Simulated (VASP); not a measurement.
Input of a VASP 6.6.1 run:

File INCAR:

```
PREC = Accurate ; ENCUT = 520
EDIFF = 1E-7 ; ISMEAR = -1
SIGMA = 0.05 ; LREAL = False
LASPH = True ; NELM = 80
ALGO = Normal ; ISIF = 2
LWAVE = False ; LCHARG = True
GGA = PS ; IVDW = 12
LELF = True ; LVHAR = True
NBANDS = 51
```

KPOINTS

```
regular mesh
0
Gamma
  7 7 4
```

File POSCAR:

```
BaTiO3
1.0
   -3.8026815600     -0.0565824300     -0.0218151200
   -0.0219143800     -0.0316798600     -4.1303348800
   -0.1131648500     -7.9735119900     -0.0630727200
Ba Ti O
2 2 6
Direct
    0.0448632200      0.9091655200      0.4951147700
    0.0081490700      0.9218096000      0.0244139700
    0.4571922900      0.5205716900      0.2053866900
    0.5023170900      0.4706432600      0.7622527500
    0.4814408900      0.0399323300      0.2403903200
    0.4562898900      0.0729788900      0.6935651600
    0.5380255000      0.5405856500      0.4498035800
    0.5290554000      0.5579957200      0.0305001400
    0.9820232500      0.4573982800      0.2603804500
    0.0006434100      0.5089190600      0.8381921600
```

Potentials or basis: VASP PAW PBE potentials, release 64 (Ba_sv, Ti_sv, O).

Command:

```sh
$ cat potpaw_PBE.64/Ba_sv/POTCAR potpaw_PBE.64/Ti_sv/POTCAR potpaw_PBE.64/O/POTCAR > POTCAR
$ mpirun -np 1 vasp_std > vasp.out
```

(1) What does it give for the largest force?

(2) What does it give for the dispersion energy per atom?

(3) Predict the pressure.

(4) Predict the band gap on the k mesh.

## Answers

(1) 28.919 eV/Å.

(2) -0.271 eV.

(3) 30.8 GPa.

(4) 0.32 eV (least direct gap 0.45 eV).

Caveat: three body term missing; atoms lie so close that the PAW spheres overlap strongly, which falsifies energies and pressures; the stress differs along the axes, from 14 to 55 GPa; semilocal functionals underestimate gaps, and a narrow one can read as zero; the PAW data sets were made with another functional, which shifts forces and pressure a little; spin-orbit coupling is left out, which moves the levels of the heavy elements.
